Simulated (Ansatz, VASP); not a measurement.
**One calculation of CoO, two programs**

Contents of INCAR:

```
SYSTEM = CoO
PREC = Accurate
ENCUT = 600
EDIFF = 1E-6
ISMEAR = -1
SIGMA = 0.05
LREAL = .FALSE.
LASPH = .TRUE.
NELM = 200
ALGO = Normal
ISIF = 2
LWAVE = .FALSE.
LCHARG = .FALSE.
ISPIN = 2
MAGMOM = 2 0
LORBIT = 11
LMAXMIX = 4
GGA = RE
NBANDS = 22
GGA_COMPAT = .FALSE.
```

KPOINTS

```
regular mesh
0
G
  11 11 11
  0 0 0
```

Contents of POSCAR:

```
CoO
1.0
    0.0000000000      2.0879877907      2.0879877907
    2.0879877907      0.0000000000      2.0879877907
    2.0879877907      2.0879877907      0.0000000000
Co O
1 1
Direct
    0.0000000000      0.0000000000      0.0000000000
    0.5000000000      0.5000000000      0.5000000000
```

File input.yaml:

```yaml
crystal:
  lattice:
    - [0.0, 2.0879877907, 2.0879877907]
    - [2.0879877907, 0.0, 2.0879877907]
    - [2.0879877907, 2.0879877907, 0.0]
  atoms:
    - { symbol: Co, position: [0.0, 0.0, 0.0], spin: 2.0 }
    - { symbol: O, position: [0.5, 0.5, 0.5] }
hamiltonian:
  xc: revpbe
  pseudopotentials: { kind: paw }
magnetization:
  spin_polarized: true
kpoints:
  mp_grid: { grid: [11, 11, 11] }
scf:
  occupations: { method: fermi_dirac, width: 0.05 }
output:
  forces: true
  stress: true
  eigenvalues: true
```

Alike in both runs: task single point; functional revPBE; k mesh 11 × 11 × 11; occupations fermi-dirac, width 0.05 eV; collinear spin.

|  | VASP | Ansatz |
| --- | --- | --- |
| version | VASP 6.6.1 | Ansatz 0.2.0 |
| potentials or method | VASP PAW PBE potentials, release 64 (Co_sv, O) | Ansatz PAW |
| plane-wave cutoff (eV) | 600 | 420 |
| valence electrons in the cell | 23 | 23 |

```csv
,VASP,Ansatz,Ansatz less VASP
gap on the k mesh at the Fermi level (eV),none,none,-
pressure (GPa),11.5,14.3,+2.80
net moment per atom (μB),1.40,1.40,+0.004
size of the moment on the site where the two differ most (μB),2.44,2.40,-0.040
```

VASP's potentials were made for PBE, not for revPBE. Site moments also hang on the region over which each program counts them. A gap of «none» marks a metal or a gap that the smearing closes.
